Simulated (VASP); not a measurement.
# Cu2GeCl4 (I4/mmm) in VASP: single point with PBEsol

Aim: the single point of Cu2GeCl4 with PBEsol.

All numbers are computed with VASP 6.6.1; they aren't measurements. Logs are shortened: lines on timing, memory, paths and dates and some standing lists are left out, and cuts for length are marked.

### Step 1. The cell of the first run

It takes space group I4/mmm (No. 139, tetragonal). Conventional cell: a = 5.092 Å, b = 5.092 Å, c = 11.653 Å, α = 90.00°, β = 90.00°, γ = 90.00°. Cu (site symmetry 4mm) has 1 Cl at 2.15 Å and 1 Cu at 2.34 Å within 2.8 Å. Ge (site symmetry 4/mmm) has 6 Cl at 2.51 to 2.55 Å within 3.3 Å. Within 3.4 Å of Cl (site symmetry mmm) lie 2 Ge at 2.55 Å and 4 Cu at 2.80 Å. Cl (site symmetry 4mm) has 1 Cu at 2.15 Å and 1 Ge at 2.51 Å within 2.8 Å.

### Step 2. Single point, PBEsol

The input, INCAR:

```
PREC = Accurate ; ENCUT = 520
EDIFF = 1E-6 ; ISMEAR = -1
SIGMA = 0.03 ; LREAL = False
LASPH = True ; NELM = 80
ALGO = Normal ; ISIF = 2
LWAVE = False ; LCHARG = False
GGA = PS ; NBANDS = 41
```

The input, KPOINTS:

```
regular mesh
0
Gamma
  6 6 6
```

The input, POSCAR:

```
Cu2GeCl4
1.0
   -2.5461870910      2.5461870910      5.8266666466
    2.5461870910     -2.5461870910      5.8266666466
    2.5461870910      2.5461870910     -5.8266666466
Cu Ge Cl
2 1 4
Direct
    0.6003970778      0.6003970778      0.0000000000
    0.3996029222      0.3996029222      0.0000000000
    0.0000000000      0.0000000000      0.0000000000
    0.0000000000      0.5000000000      0.5000000000
    0.5000000000      0.0000000000      0.5000000000
    0.7847960748      0.7847960748      0.0000000000
    0.2152039252      0.2152039252      0.0000000000
```

Potentials or basis: VASP PAW PBE potentials, release 64 (Cu, Ge_d, Cl).

The run is started by

```bash
cat potpaw_PBE.64/Cu/POTCAR potpaw_PBE.64/Ge_d/POTCAR potpaw_PBE.64/Cl/POTCAR > POTCAR
mpirun -np 1 vasp_std > vasp.out
```

OUTCAR:

```text
PREC = Accurate
   ENCUT = 520
   EDIFF = 1E-6
   ISMEAR = -1
   LREAL = False
   LASPH = True
   NELM = 80
   ISIF = 2
   GGA = PS

 ion  position               nearest neighbor table
   1  0.600  0.600  0.000-   6 2.15   2 2.34
   2  0.400  0.400  0.000-   7 2.15   1 2.34
   3  0.000  0.000  0.000-   6 2.51   7 2.51   4 2.55   5 2.55   4 2.55   5 2.55
   4  0.000  0.500  0.500-   3 2.55   3 2.55
   5  0.500  0.000  0.500-   3 2.55   3 2.55
   6  0.785  0.785  0.000-   1 2.15   3 2.51
   7  0.215  0.215  0.000-   2 2.15   3 2.51

  LATTYP: Found a body centered tetragonal cell.
 ALAT       =     5.0923741820
 C/A-ratio  =     2.2883890454

  Lattice vectors:

 A1 = (  -2.5461870910,   2.5461870910,   5.8266666466)
 A2 = (   2.5461870910,  -2.5461870910,   5.8266666466)
 A3 = (   2.5461870910,   2.5461870910,  -5.8266666466)

Analysis of symmetry for initial positions (statically):
=====================================================================
 Subroutine PRICEL returns:
 Original cell was already a primitive cell.

 Routine SETGRP: Setting up the symmetry group for a
 body centered tetragonal supercell.

 Subroutine GETGRP returns: Found 16 space group operations
 (whereof 16 operations were pure point group operations)
 out of a pool of 16 trial point group operations.

The static configuration has the point symmetry D_4h.

Analysis of symmetry for dynamics (positions and initial velocities):
=====================================================================
 Subroutine PRICEL returns:
 Original cell was already a primitive cell.

 Routine SETGRP: Setting up the symmetry group for a
 body centered tetragonal supercell.

 Subroutine GETGRP returns: Found 16 space group operations
 (whereof 16 operations were pure point group operations)
 out of a pool of 16 trial point group operations.

The dynamic configuration has the point symmetry D_4h.

 Subroutine INISYM returns: Found 16 space group operations
 (whereof 16 operations are pure point group operations),
 and found     1 'primitive' translations

----------------------------------------------------------------------------------------

                                     Primitive cell

  volume of cell :     151.0987

  direct lattice vectors                    reciprocal lattice vectors
    -2.546187091  2.546187091  5.826666647     0.000000000  0.196372058  0.085812357
     2.546187091 -2.546187091  5.826666647     0.196372058  0.000000000  0.085812357
     2.546187091  2.546187091 -5.826666647     0.196372058  0.196372058  0.000000000

  length of vectors
     6.849538789  6.849538789  6.849538789     0.214302930  0.214302930  0.277712028

  position of ions in fractional coordinates (direct lattice)
     0.600397078  0.600397078  0.000000000
     0.399602922  0.399602922  0.000000000
     0.000000000  0.000000000  0.000000000
     0.000000000  0.500000000  0.500000000
     0.500000000  0.000000000  0.500000000
     0.784796075  0.784796075  0.000000000
     0.215203925  0.215203925  0.000000000

  ion indices of the primitive-cell ions
   primitive index   ion index
                 1           1
                 2           2
                 3           3
                 4           4
                 5           5
                 6           6
                 7           7

----------------------------------------------------------------------------------------

 KPOINTS: regular mesh

Automatic generation of k-mesh.
 Grid dimensions read from file:
 generate k-points for:    6    6    6

 Generating k-lattice:

  Cartesian coordinates                     Fractional coordinates (reciprocal lattice)
     0.000000000  0.032728676  0.014302060     0.166666667  0.000000000  0.000000000
     0.032728676  0.000000000  0.014302060     0.000000000  0.166666667  0.000000000
     0.032728676  0.032728676  0.000000000     0.000000000  0.000000000  0.166666667

  Length of vectors
     0.035717155  0.035717155  0.046285338

  Shift w.r.t. Gamma in fractional coordinates (k-lattice)
     0.000000000  0.000000000  0.000000000

 Subroutine IBZKPT returns following result:
 ===========================================

 Found     30 irreducible k-points:

 Following reciprocal coordinates:
            Coordinates               Weight
  0.000000  0.000000  0.000000      1.000000
  0.166667  0.000000  0.000000      8.000000
  0.333333 -0.000000  0.000000      8.000000
  0.500000  0.000000  0.000000      4.000000
  0.166667  0.166667  0.000000      8.000000
  0.333333  0.166667  0.000000     16.000000
[... 16 lines left out ...]
 -0.333333 -0.333333  0.166667      8.000000
 -0.166667 -0.333333  0.166667      8.000000
 [... further k-points ...]
   k-points           NKPTS =     30   k-points in BZ     NKDIM =     30   number of bands    NBANDS=     41
   number of dos      NEDOS =    301   number of ions     NIONS =      7
   total plane-waves  NPLWV = 157464
   dimension x,y,z NGX =    54 NGY =   54 NGZ =   54
   dimension x,y,z NGXF=   108 NGYF=  108 NGZF=  108
   ions per type =               2   1   4
   NGX,Y,Z   is equivalent  to a cutoff of  13.11, 13.11, 13.11 a.u.
   NGXF,Y,Z  is equivalent  to a cutoff of  26.21, 26.21, 26.21 a.u.
 SYSTEM =  unknown system
   PREC   = accura    normal or accurate (medium, high low for compatibility)
   ISTART =      0    job   : 0-new  1-cont  2-samecut
   ICHARG =      2    charge: 1-file 2-atom 10-const
   ISPIN  =      1    spin polarized calculation?
   LNONCOLLINEAR =      F non collinear calculations
   LSORBIT =      F    spin-orbit coupling
   LASPH  =      T    aspherical Exc in radial PAW
   ENCUT  =  520.0 eV  38.22 Ry    6.18 a.u.  12.74 12.74 12.74*2*pi/ulx,y,z
   NELM   =     80;   NELMIN=  2; NELMDL= -5     # of ELM steps
   EDIFF  = 0.1E-05   stopping-criterion for ELM
   LREAL  =      F    real-space projection
   EDIFFG = 0.1E-04   stopping-criterion for IOM
   NSW    =      0    number of steps for IOM
   IBRION =     -1    ionic relax: 0-MD 1-quasi-New 2-CG
   NFREE  =      0    steps in history (QN), initial steepest desc. (CG)
   ISIF   =      2    stress and relaxation
   ISYM   =      2    0-nonsym 1-usesym 2-fastsym
   POTIM  = 0.5000    time-step for ionic-motion
   TEBEG  =    0.0;   TEEND  =   0.0 temperature during run
   PSTRESS=    0.0 pullay stress
   NELECT =      64.0000    total number of electrons
   NUPDOWN=      -1.0000    fix difference up-down
   EMIN   =  10.00;   EMAX   =-10.00  energy-range for DOS
   EFERMI =   0.00;   METHOD = LEGACY
   ISMEAR =    -1;   SIGMA  =   0.03  broadening in eV -4-tet -1-fermi 0-gaus
   EFERMI_NEDOS =   21; number of points for ismear=-14 and -15
   IALGO  =     38    algorithm
   IMIX   =      4    mixing-type and parameters
     AMIX     =   0.40;   BMIX     =  1.00
     AMIX_MAG =   1.60;   BMIX_MAG =  1.00
  volume/ion in A,a.u.               =      21.59       145.67
  Fermi-wavevector in a.u.,A,eV,Ry     =   1.229460  2.323343 20.566199  1.511573
  Thomas-Fermi vector in A             =   2.364347
   LORBIT       =      0    0 simple, 1 ext, 2 COOP (PROOUT), +10 PAW based schemes
   GGA     = PS    functional components
   LHFCALC =     F    Hartree Fock is set to
   AEXX    =    0.0000 exact exchange contribution
   IVDW    =     0    specifies the selected vdW correction
   LEPSILON=     F    determine dielectric tensor
   LRPA    =     F    only Hartree local field effects (RPA)
 non-spin polarized calculation
  energy-cutoff  :      520.00
  volume of cell :      151.10
 maximum number of plane-waves:      4109
 NGX is ok and might be reduce to    54
   NGX = 25   NGY = 25   NGZ = 25

 number of electron      63.9999998 magnetization

 Free energy of the ion-electron system (eV)
  ---------------------------------------------------
  ext. energy  EPLUGINS =         0.00000000
  ---------------------------------------------------
  free energy    TOTEN  =       -23.56102655 eV

  energy without entropy =      -23.56088572  energy(sigma->0) =      -23.56095614

 E-fermi :   2.8231     XC(G=0):  -9.4327

 val. band max:        2.7220601410   @ k =   0.5000   0.5000   0.5000
 cond. band min:       2.9754013284   @ k =   0.3333   0.3333   0.1667
 fundamental gap:      0.2533411874
 Fermi energy:         2.8231421668

 k-point     1 :       0.0000    0.0000    0.0000
  band No.  band energies     occupation
      1     -22.0577      2.00000
      2     -22.0321      2.00000
      3     -22.0282      2.00000
      4     -22.0077      2.00000
      5     -22.0077      2.00000
      6     -13.7786      2.00000
[... 33 lines left out ...]
     40       9.1599      0.00000
     41      10.0632      0.00000

 k-point     2 :       0.1667    0.0000    0.0000
  band No.  band energies     occupation
      1     -22.0569      2.00000
      2     -22.0321      2.00000
      3     -22.0279      2.00000
      4     -22.0077      2.00000
      5     -22.0077      2.00000
      6     -13.7143      2.00000
[... 33 lines left out ...]
     40       9.2763      0.00000
     41       9.9521      0.00000

 k-point     3 :       0.3333   -0.0000    0.0000
  band No.  band energies     occupation
      1     -22.0552      2.00000
      2     -22.0322      2.00000
      3     -22.0272      2.00000
      4     -22.0078      2.00000
      5     -22.0077      2.00000
      6     -13.5395      2.00000
[... 33 lines left out ...]
     40       9.3487      0.00000
     41      10.0439      0.00000

 k-point     4 :       0.5000    0.0000    0.0000
  band No.  band energies     occupation
      1     -22.0544      2.00000
      2     -22.0323      2.00000
      3     -22.0268      2.00000
      4     -22.0079      2.00000
      5     -22.0077      2.00000
      6     -13.3433      2.00000
[... 825 lines left out ...]
     40       9.5857      0.00000
     41       9.7331      0.00000

 k-point    23 :      -0.3333   -0.3333    0.1667
  band No.  band energies     occupation
      1     -22.0560      2.00000
      2     -22.0322      2.00000
      3     -22.0276      2.00000
      4     -22.0077      2.00000
      5     -22.0077      2.00000
      6     -13.6297      2.00000
[... 33 lines left out ...]
     40       9.5290      0.00000
     41       9.7604      0.00000

 k-point    24 :      -0.1667   -0.3333    0.1667
  band No.  band energies     occupation
      1     -22.0569      2.00000
      2     -22.0321      2.00000
      3     -22.0279      2.00000
      4     -22.0077      2.00000
      5     -22.0077      2.00000
      6     -13.6955      2.00000
[... 33 lines left out ...]
     40       9.4015      0.00000
     41       9.8923      0.00000

 [... further k-points ...]

------------------------ aborting loop because EDIFF is reached ----------------------------------------

  FORCE on cell =-STRESS in cart. coord.  units (eV):
  Direction    XX          YY          ZZ          XY          YZ          ZX
  --------------------------------------------------------------------------------------
  -------------------------------------------------------------------------------------
  Total       -0.0492516     -0.0492516      0.0283462      0.0000000      0.0000000      0.0000000
  in kB       -0.5222401     -0.5222401      0.3005695      0.0000000      0.0000000      0.0000000
  external PRESSURE =      -0.2479702 kB  Pullay stress =       0.0000000 kB

 VOLUME and BASIS-vectors are now :
 -----------------------------------------------------------------------------
  energy-cutoff  :      520.00
  volume of cell :      151.10
      direct lattice vectors                 reciprocal lattice vectors
    -2.546187091  2.546187091  5.826666647     0.000000000  0.196372058  0.085812357
     2.546187091 -2.546187091  5.826666647     0.196372058  0.000000000  0.085812357
     2.546187091  2.546187091 -5.826666647     0.196372058  0.196372058  0.000000000

 POSITION                                       TOTAL-FORCE (eV/Angst)
 -----------------------------------------------------------------------------------
      0.00000      0.00000      6.99663         0.000000      0.000000      0.009012
      0.00000      0.00000      4.65671        -0.000000     -0.000000     -0.009012
      0.00000      0.00000      0.00000         0.000000      0.000000      0.000000
      2.54619      0.00000      0.00000         0.000000      0.000000      0.000000
      0.00000      2.54619      0.00000         0.000000      0.000000      0.000000
      0.00000      0.00000      9.14549         0.000000      0.000000      0.006891
      0.00000      0.00000      2.50784        -0.000000     -0.000000     -0.006891
 -----------------------------------------------------------------------------------
    total drift:                                0.000000      0.000000      0.000000

  FREE ENERGIE OF THE ION-ELECTRON SYSTEM (eV)
  ---------------------------------------------------
  free  energy   TOTEN  =       -23.5610265484 eV

  energy  without entropy=      -23.5608857230  energy(sigma->0) =      -23.56095614
```

Run time: 6 min. Hardware: 1 thread of Intel Xeon Platinum 8488C (Sapphire Rapids), shared host; peak memory 0.48 GiB.

What came out:

```yaml
Free_energy: -23.5610 eV
Pressure: 0.0 GPa
Largest_force: 0.009 eV/Å
Band_gap_on_the_k_mesh: zero (band 32 reaches 3.13 eV, above the bottom of band 33 at 2.48 eV)
```

Forces on the atoms (eV/Å):
```
Cu   0.000  0.000  0.009
Cu   0.000  0.000 -0.009
Ge   0.000  0.000  0.000
Cl   0.000  0.000  0.000
Cl   0.000  0.000  0.000
Cl   0.000  0.000  0.007
Cl   0.000  0.000 -0.007
```

Levels at points of the mesh, in eV from the Fermi level:
```
           k point  band 30  band 31  band 32  band 33  band 34  band 35
(0.00, 0.00, 0.00)    -0.76    -0.76    -0.36    -0.35     3.45     5.41
(0.50, 0.00, 0.00)    -0.75    -0.70    -0.35     1.50     2.27     4.00
(0.50, 0.50, 0.00)    -0.66    -0.57     0.31     1.38     1.48     2.25
(0.50, 0.50, 0.50)    -0.72    -0.72    -0.65    -0.10     3.67     4.86
```

Caveat: the PAW data sets were made with another functional, which shifts forces and pressure a little; semilocal functionals often make such compounds metallic where correlation or magnetic order opens a gap, which also shifts bond lengths. With open d or f shells a metallic result of PBEsol can be an artefact of self-interaction; +U or a hybrid may open a gap.
